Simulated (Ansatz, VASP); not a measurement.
Two plane-wave programs on GaSbH5

```xyz
14
Lattice="14.6000 0.0000 0.0000 0.0000 13.4000 0.0000 0.0000 0.0000 13.5000" Properties=species:S:1:pos:R:3 pbc="T T T"
Ga    6.5426    6.2917    4.9820
Ga    9.2284    6.8490    8.5872
Sb    8.3921    5.1801    6.5198
Sb    5.6552    8.2416    6.8462
H     7.0955    7.3001    3.9271
H     5.1660    5.5660    4.8600
H     7.6479    3.6925    6.9207
H     9.4591    4.5156    5.3577
H     7.7438    7.3963    8.7587
H    10.1849    7.7706    7.7556
H     9.7678    5.8784    9.6843
H     6.5385    9.6133    7.3300
H     4.9614    7.8647    8.3550
H     4.3017    9.1127    6.2498
```

Alike in both runs: functional PBE; k mesh 1 × 1 × 1; occupations gaussian, width 0.05 eV; no spin polarisation.

Ansatz relaxed the structure, and its values are those at the end. VASP's run is a single point on that final structure, the one shown.

|  | VASP | Ansatz |
| --- | --- | --- |
| version | VASP 6.6.1 | Ansatz 0.2.0 |
| potentials or method | VASP PAW PBE potentials, release 64 (Ga_d, Sb, H), cutoff 520 eV | scalar-relativistic, plane waves, PAW |
| valence electrons in the cell | 46 | 66 |

|  | VASP | Ansatz | Ansatz less VASP |
| --- | --- | --- | --- |
| gap on the k mesh at the Fermi level (eV) | 4.09 | 4.10 | +0.008 |
| rms of the force components (eV/Å) | 0.052 | 0.006 | -0.0460 |

VASP's potentials hold 46 valence electrons a cell and Ansatz's 66, so a difference there can come from the potentials and not from the codes. Ansatz's warnings: xc potential rough in thin density.

Neither program's run includes spin-orbit coupling.
